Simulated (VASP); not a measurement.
# Gd (Im-3m) in VASP: a series of runs

Runs on Gd. Level: PBEsol. Tasks: single point, relaxation of volume and atoms at fixed shape.

Everything below comes from runs of VASP 6.6.1. Logs are shortened: lines on timing, memory, paths and dates and some standing lists are left out, and cuts for length are marked.

## Step 1: The cell of the first run

It takes space group Im-3m (No. 229, cubic). Conventional cell: a = 3.947 Å, b = 3.947 Å, c = 3.947 Å, α = 90.00°, β = 90.00°, γ = 90.00°. Gd (site symmetry m-3m) has 14 Gd at 3.42 to 3.95 Å within 4.5 Å.

This isn't the form of Gd at room conditions, which is hcp.

## Step 2: Single point, PBEsol, collinear spin, ferromagnetic start

Input file INCAR:

```
SYSTEM = Gd
ALGO = Normal ; EDIFF = 1E-6
ENCUT = 520 ; GGA = PS
ISIF = 2 ; ISMEAR = 1
ISPIN = 2 ; LASPH = .TRUE.
LCHARG = .FALSE. ; LMAXMIX = 6
LORBIT = 11 ; LREAL = .FALSE.
LWAVE = .FALSE. ; MAGMOM = 7
NBANDS = 19 ; NELM = 150
PREC = Accurate ; SIGMA = 0.1
```

Input file KPOINTS:

```
k-points
0
G
  6 6 6
  0 0 0
```

Input file POSCAR:

```
Gd
1.0
   -1.9737317860      1.9737317860      1.9737317860
    1.9737317860     -1.9737317860      1.9737317860
    1.9737317860      1.9737317860     -1.9737317860
Gd
1
Direct
    0.0000000000      0.0000000000      0.0000000000
```

Potentials or basis: VASP PAW PBE potentials, release 64 (Gd).

The run is started by

```
> cat potpaw_PBE.64/Gd/POTCAR > POTCAR
> mpirun -np 1 vasp_std > vasp.out
```

OUTCAR:

```text
SYSTEM = Gd
   EDIFF = 1E-6
   ENCUT = 520
   GGA = PS
   ISIF = 2
   ISMEAR = 1
   ISPIN = 2
   LASPH = .TRUE.
   LORBIT = 11
   LREAL = .FALSE.
   NELM = 150
   PREC = Accurate

 ion  position               nearest neighbor table
   1  0.000  0.000  0.000-

  LATTYP: Found a body centered cubic cell.
 ALAT       =     3.9474635720

  Lattice vectors:

 A1 = (  -1.9737317860,   1.9737317860,   1.9737317860)
 A2 = (   1.9737317860,  -1.9737317860,   1.9737317860)
 A3 = (   1.9737317860,   1.9737317860,  -1.9737317860)

Analysis of symmetry for initial positions (statically):
=====================================================================
 Subroutine PRICEL returns:
 Original cell was already a primitive cell.

 Routine SETGRP: Setting up the symmetry group for a
 body centered cubic supercell.

 Subroutine GETGRP returns: Found 48 space group operations
 (whereof 48 operations were pure point group operations)
 out of a pool of 48 trial point group operations.

The static configuration has the point symmetry O_h .

Analysis of symmetry for dynamics (positions and initial velocities):
=====================================================================
 Subroutine PRICEL returns:
 Original cell was already a primitive cell.

 Routine SETGRP: Setting up the symmetry group for a
 body centered cubic supercell.

 Subroutine GETGRP returns: Found 48 space group operations
 (whereof 48 operations were pure point group operations)
 out of a pool of 48 trial point group operations.

The dynamic configuration has the point symmetry O_h .

Analysis of structural, dynamic, and magnetic symmetry:
=====================================================================
 Subroutine PRICEL returns:
 Original cell was already a primitive cell.

 Routine SETGRP: Setting up the symmetry group for a
 body centered cubic supercell.

 Subroutine GETGRP returns: Found 48 space group operations
 (whereof 48 operations were pure point group operations)
 out of a pool of 48 trial point group operations.

The overall configuration has the point symmetry O_h .

 Subroutine INISYM returns: Found 48 space group operations
 (whereof 48 operations are pure point group operations),
 and found     1 'primitive' translations

----------------------------------------------------------------------------------------

                                     Primitive cell

[... 94 lines left out ...]
   ISMEAR =     1;   SIGMA  =   0.10  broadening in eV -4-tet -1-fermi 0-gaus
   EFERMI_NEDOS =   21; number of points for ismear=-14 and -15
   IALGO  =     38    algorithm
   IMIX   =      4    mixing-type and parameters
     AMIX     =   0.40;   BMIX     =  1.00
     AMIX_MAG =   1.60;   BMIX_MAG =  1.00
  volume/ion in A,a.u.               =      30.76       207.55
  Fermi-wavevector in a.u.,A,eV,Ry     =   1.369381  2.587754 25.513692  1.875203
  Thomas-Fermi vector in A             =   2.495261
   LORBIT       =     11    0 simple, 1 ext, 2 COOP (PROOUT), +10 PAW based schemes
   GGA     = PS    functional components
   LHFCALC =     F    Hartree Fock is set to
   AEXX    =    0.0000 exact exchange contribution
   IVDW    =     0    specifies the selected vdW correction
   LEPSILON=     F    determine dielectric tensor
   LRPA    =     F    only Hartree local field effects (RPA)
 spin polarized calculation
 Methfessel and Paxton  Order N= 1 SIGMA  =   0.10
  energy-cutoff  :      520.00
  volume of cell :       30.76
 maximum number of plane-waves:       856
 NGX is ok and might be reduce to    28
   NGX = 13   NGY = 13   NGZ = 13

 number of electron      17.9999995 magnetization       7.5564674

 Free energy of the ion-electron system (eV)
  ---------------------------------------------------
  ext. energy  EPLUGINS =         0.00000000
  ---------------------------------------------------
  free energy    TOTEN  =       -11.95225215 eV

  energy without entropy =      -11.95112849  energy(sigma->0) =      -11.95187759

 E-fermi :   3.1992     XC(G=0): -10.4450

 val. band max:        3.1694299366   @ k =  -0.3333   0.3333   0.1667
 cond. band min:       3.2392286008   @ k =  -0.3333   0.3333   0.1667
 fundamental gap:      0.0697986642
 Fermi energy:         3.1992146310

 spin component 1

 k-point     1 :       0.0000    0.0000    0.0000
  band No.  band energies     occupation
      1     -41.9633      1.00000
      2     -18.9083      1.00000
      3     -18.9083      1.00000
      4     -18.9083      1.00000
      5      -1.9761      1.00000
      6      -1.5826      1.00000
[... 328 lines left out ...]
      5      -1.6091      1.00000
      6      -1.5127      1.00000
[... 11 lines left out ...]
     18       9.6427      0.00000
     19       9.6427      0.00000
 Fermi energy:         3.1992146310

 spin component 2

 k-point     1 :       0.0000    0.0000    0.0000
  band No.  band energies     occupation
      1     -38.7546      1.00000
      2     -16.4801      1.00000
      3     -16.4801      1.00000
      4     -16.4801      1.00000
      5      -1.1263      1.00000
      6       3.5888     -0.00000
[... 329 lines left out ...]
      6       1.8221      1.00000
[... 11 lines left out ...]
     18      10.8753      0.00000
     19      10.8753      0.00000

------------------------ aborting loop because EDIFF is reached ----------------------------------------

  FORCE on cell =-STRESS in cart. coord.  units (eV):
  Direction    XX          YY          ZZ          XY          YZ          ZX
  --------------------------------------------------------------------------------------
  -------------------------------------------------------------------------------------
  Total       -0.0468426     -0.0468426     -0.0468426      0.0000000      0.0000000     -0.0000000
  in kB       -2.4402073     -2.4402073     -2.4402073      0.0000000      0.0000000     -0.0000000
  external PRESSURE =      -2.4402073 kB  Pullay stress =       0.0000000 kB

 VOLUME and BASIS-vectors are now :
 -----------------------------------------------------------------------------
  energy-cutoff  :      520.00
  volume of cell :       30.76
      direct lattice vectors                 reciprocal lattice vectors
    -1.973731786  1.973731786  1.973731786     0.000000000  0.253327227  0.253327227
     1.973731786 -1.973731786  1.973731786     0.253327227  0.000000000  0.253327227
     1.973731786  1.973731786 -1.973731786     0.253327227  0.253327227  0.000000000

 POSITION                                       TOTAL-FORCE (eV/Angst)
 -----------------------------------------------------------------------------------
      0.00000      0.00000      0.00000        -0.000000      0.000000     -0.000000
 -----------------------------------------------------------------------------------
    total drift:                               -0.000000     -0.000000     -0.000000

  FREE ENERGIE OF THE ION-ELECTRON SYSTEM (eV)
  ---------------------------------------------------
  free  energy   TOTEN  =       -11.9522521462 eV

  energy  without entropy=      -11.9511284892  energy(sigma->0) =      -11.95187759

 total charge

# of ion       s       p       d       f       tot
--------------------------------------------------
    1        2.075   5.536   0.632   6.972  15.216

 magnetization (x)

# of ion       s       p       d       f       tot
--------------------------------------------------
    1        0.003  -0.053   0.239   6.819   7.007
```

OSZICAR:

```text
N       E                     dE             d eps       ncg     rms          rms(c)
DAV:   1     0.945754989997E+02    0.94575E+02   -0.62748E+03  1550   0.476E+03
DAV:   2     0.454147065467E+01   -0.90034E+02   -0.78911E+02  1538   0.327E+02
[... 18 lines left out ...]
DAV:  21    -0.119522479570E+02    0.78248E-04   -0.55637E-04  1761   0.534E-01    0.291E-01
DAV:  22    -0.119522534658E+02   -0.55088E-05   -0.39761E-05  2154   0.106E-01    0.272E-01
DAV:  23    -0.119522573020E+02   -0.38362E-05   -0.82996E-06  2061   0.607E-02    0.459E-02
DAV:  24    -0.119522546439E+02    0.26581E-05   -0.15974E-06  1206   0.193E-02    0.614E-02
DAV:  25    -0.119522530737E+02    0.15701E-05   -0.31788E-06  1182   0.372E-02    0.194E-02
DAV:  26    -0.119522521462E+02    0.92752E-06   -0.60129E-07   826   0.187E-02
   1 F= -.11952252E+02 E0= -.11951878E+02  d E =-.112366E-02  mag=     7.5561
```

Run time: 64 s. Hardware: 1 thread of Intel Xeon Platinum 8375C at 2.90GHz (Ice Lake), shared host; peak memory 0.18 GiB.

What came out:

```
Free energy                                           : -11.9523 eV
Pressure                                              : -0.2 GPa
Net moment                                            : 7.56 μB per cell
Site moments                                          : Gd +7.01 μB
Valence electrons inside the program's atomic spheres : Gd 15.22
```

Caveat: the k points lie up to 0.38 Å⁻¹ apart; the PAW data sets were made with another functional, which shifts forces and pressure a little; spin-orbit coupling is left out, which moves the levels of the heavy elements; semilocal functionals describe open f shells poorly, which spoils levels, moments and volumes.

## Step 3: Relaxation of volume and atoms at fixed shape, PBEsol, collinear spin, ferromagnetic start

This run uses another cell than the first one, of 33.22 Å³/atom.

Input file INCAR:

```
ALGO = Normal
EDIFF = 1E-6
EDIFFG = -0.03
ENCUT = 600
GGA = PS
IBRION = 2
ISIF = 8
ISMEAR = 1
ISPIN = 2
LASPH = T
LCHARG = F
LMAXMIX = 6
LORBIT = 11
LREAL = F
LWAVE = F
MAGMOM = 7
NELM = 150
NSW = 80
PREC = Accurate
SIGMA = 0.1
```

Input file KPOINTS:

```
k-points
0
Gamma
  6 6 6
```

Input file POSCAR:

```
Gd
1.0
   -2.0250000000      2.0250000000      2.0250000000
    2.0250000000     -2.0250000000      2.0250000000
    2.0250000000      2.0250000000     -2.0250000000
Gd
1
Direct
    0.0000000000      0.0000000000      0.0000000000
```

Potentials or basis: VASP PAW PBE potentials, release 64 (Gd).

The run is started by

```
> cat potpaw_PBE.64/Gd/POTCAR > POTCAR
> mpirun -np 1 vasp_std > vasp.out
```

It took 2.8 min on 1 thread of Intel Xeon Platinum 8375C at 2.90GHz (Ice Lake), shared host; peak memory 0.2 GiB.

The run converged. Its results:

```
Free energy                                           : -11.9550 eV
Relaxed volume                                        : 30.53 Å³/atom
Relaxed cell                                          : a = 3.410 Å, b = 3.410 Å, c = 3.410 Å, α = 109.47°, β = 109.47°, γ = 109.47°
Space group after relaxing (to 0.1 Å)                 : Im-3m (No. 229)
Energy gained by relaxing                             : 21.8 meV/atom
Ionic steps                                           : 5
Pressure after relaxing                               : 0.1 GPa
Net moment                                            : 7.56 μB per cell
Site moments                                          : Gd +7.01 μB
Valence electrons inside the program's atomic spheres : Gd 15.22
```

Step by step:
| step | energy change (eV) | largest force (eV/Å) | pressure (GPa) | volume (Å³) |
| --- | --- | --- | --- | --- |
| 1 | 0.0000 | 0.0000 | -2.64 | 33.22 |
| 2 | -0.0219 | 0.0000 | -0.46 | 30.66 |
| 3 | -0.0207 | 0.0000 | 0.67 | 30.18 |
| 4 | -0.0217 | 0.0000 | 0.26 | 30.46 |
| 5 | -0.0218 | 0.0000 | 0.13 | 30.53 |

Final structure:
```
Gd
1.0
    -1.96893    1.96893    1.96893
     1.96893   -1.96893    1.96893
     1.96893    1.96893   -1.96893
Gd
1
Direct
  0.00000 0.00000 0.00000
```

Levels at points of the mesh, in eV from the Fermi level:
Spin up:
| k point | band 10 | band 11 | band 12 | band 13 | band 14 | band 15 | band 16 | band 17 |
| --- | --- | --- | --- | --- | --- | --- | --- | --- |
| (0.00, 0.00, 0.00) | -4.61 | -4.61 | -4.57 | 1.33 | 1.33 | 1.33 | 3.78 | 3.78 |
| (0.50, 0.00, 0.00) | -4.62 | -4.60 | -2.59 | -0.41 | 1.48 | 3.70 | 4.54 | 6.73 |
| (0.50, 0.50, 0.50) | -4.60 | -4.60 | -2.15 | -2.15 | 5.97 | 5.97 | 5.97 | 6.50 |
Spin down:
```tsv
k point	band 2	band 3	band 4	band 5	band 6	band 7	band 8	band 9
(0.00, 0.00, 0.00)	-19.66	-19.66	-19.66	-4.33	0.40	0.40	0.40	0.75
(0.50, 0.00, 0.00)	-20.75	-20.00	-19.67	-1.71	0.41	0.47	0.55	0.66
(0.50, 0.50, 0.50)	-20.40	-20.40	-20.40	-1.40	-1.40	0.45	0.54	0.54
```

Caveat: the k points lie up to 0.38 Å⁻¹ apart in the final cell; the PAW data sets were made with another functional, which shifts forces and pressure a little; spin-orbit coupling is left out, which moves the levels of the heavy elements; semilocal functionals describe open f shells poorly, which spoils levels, moments and volumes. The state reached can hang on the start; a lower one may exist.
